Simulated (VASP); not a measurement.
Runs of VASP 6.6.1 on BaTe. The structure is that of space group Fm-3m (No. 225), or close to it. The cells are those of the table. 

```csv
task,cell,k mesh,cutoff (eV),smearing,gap on the mesh (eV),pressure (GPa)
single point,"a = 4.994 Å, angles 60.0, 60.0, 90.0°, 2 atoms",10 × 10 × 10,520,fermi-dirac 0.05 eV,1.93,(b)
single point,"a = 5.044, b = 5.044, c = 5.011 Å, angles 59.8, 59.8, 90.0°, 2 atoms",6 × 6 × 6,520,gaussian 0.01 eV,1.94,(a)
relaxation of cell and atoms,"relaxed from a = 4.822 Å, angles 60.0, 60.0, 90.0°, 2 atoms",10 × 10 × 10,600,fermi-dirac 0.05 eV,1.95,0.0
single point,"a = 5.044, b = 5.044, c = 5.004 Å, angles 59.7, 59.7, 90.0°, 2 atoms",6 × 6 × 6,520,gaussian 0.01 eV,1.93,-0.1
```

Alike in all rows: level r2SCAN; potentials or basis VASP PAW PBE potentials, release 64 (Ba_sv, Te); no spin polarisation.

Q: Fill in the values left out.

A: (a) -0.2; (b) 0.3.

Caveats: the PAW data sets were made with another functional, which shifts forces and pressure a little; spin-orbit coupling is left out, which moves the levels of the heavy elements.

A k mesh can miss the band edges, and the runs leave out spin-orbit coupling on Ba, Te.
